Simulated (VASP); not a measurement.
Set up this calculation in VASP 6.6.1, as the native input.

```yaml
Task: single point
Functional: PBE
Potentials_or_basis: VASP PAW PBE potentials, release 64 (Sr_sv, Cl)
Cutoff: 520 eV
k_mesh: 6 × 6 × 6
Occupations: gaussian, width 0.05 eV
Spin: no spin polarisation
Dipole_correction: no
Further_INCAR_settings: ALGO = Normal; EDIFF = 1e-06; NBANDS = 19
```

The structure of SrCl2 lies in POSCAR:

```
SrCl2
1.0
    0.0000000000      3.4980007355      3.7900837969
    3.4980007355      0.0000000000      3.7900837969
    3.4980007355      3.4980007355      0.0000000000
Sr Cl
1 2
Direct
    0.0000000000      0.0000000000      0.0000000000
    0.2500000000      0.2500000000      0.2500000000
    0.7500000000      0.7500000000      0.7500000000
```

This cell differs from its parent crystal: volume 30.917 Å^3 an atom, c/a of the conventional cell 1.0835.

One way to write it, as run:

INCAR

```
  PREC = Accurate
  ENCUT = 520
  EDIFF = 1E-6
  ISMEAR = 0
  SIGMA = 0.05
  LREAL = False
  LASPH = True
  NELM = 80
  ALGO = Normal
  ISIF = 2
  LWAVE = False
  LCHARG = True
  GGA = PE
  LELF = True
  LVHAR = True
  NBANDS = 19
```

KPOINTS

```
regular mesh
0
Gamma
  6 6 6
```

Potentials or basis: VASP PAW PBE potentials, release 64 (Sr_sv, Cl).

Launch:

```console
$ cat potpaw_PBE.64/Sr_sv/POTCAR potpaw_PBE.64/Cl/POTCAR > POTCAR
$ mpirun -np 1 vasp_std > vasp.out
```

It gave:

The pressure is -1.7 GPa and the band gap on the k mesh is 4.68 eV, indirect (least direct gap 4.96 eV).

It took 31 s on 1 thread of Intel(R) Xeon(R) 6975P-C (Granite Rapids) (shared host), peak memory 0.25 GiB.
